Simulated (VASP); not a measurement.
InSb3: single point with PBEsol

Crystal: InSb3.

```xyz
4
Lattice="0.0000 3.7946 3.7946 3.7946 0.0000 3.7946 3.7946 3.7946 0.0000" Properties=species:S:1:pos:R:3 pbc="T T T"
Sb    3.7946    3.7946    3.7946
Sb    5.6918    5.6918    5.6918
Sb    1.8973    1.8973    1.8973
In    0.0000    0.0000    0.0000
```

```yaml
Program: VASP 6.6.1
Task: single point
Functional: PBEsol
Potentials_or_basis: VASP PAW PBE potentials, release 64 (Sb, In_d)
Cutoff: 520 eV
k_mesh: 6 × 6 × 6
Occupations: fermi-dirac, width 0.05 eV
Spin: no spin polarisation
Dipole_correction: no
Further_INCAR_settings: ALGO = Normal; EDIFF = 1e-06; NBANDS = 22
```

```json
{
  "Pressure": "-3.1 GPa",
  "Band gap on the k mesh": "zero (band 14 reaches 8.91 eV, above the bottom of band 15 at 5.45 eV)"
}
```

Levels at points of the mesh, in eV from the Fermi level:
```csv
k point,band 10,band 11,band 12,band 13,band 14,band 15,band 16,band 17,band 18,band 19
"(0.00, 0.00, 0.00)",-2.58,-2.58,-2.50,-2.49,-2.49,-2.49,-0.82,-0.82,-0.82,3.34
"(0.50, 0.00, 0.00)",-3.53,-3.53,-2.72,-2.72,-0.36,-0.22,1.82,1.82,2.92,2.92
"(0.50, 0.50, 0.00)",-5.17,-5.17,0.22,0.81,0.81,1.11,1.63,1.69,1.69,3.96
```

Wall time 30 s on 1 thread of Intel(R) Xeon(R) Platinum 8259CL CPU @ 2.50GHz (Skylake/Cascade Lake), on a shared host, peak memory 0.24 GiB.

Caveat: the PAW data sets were made with another functional, which shifts forces and pressure a little; spin-orbit coupling is left out, which moves the levels of the heavy elements.
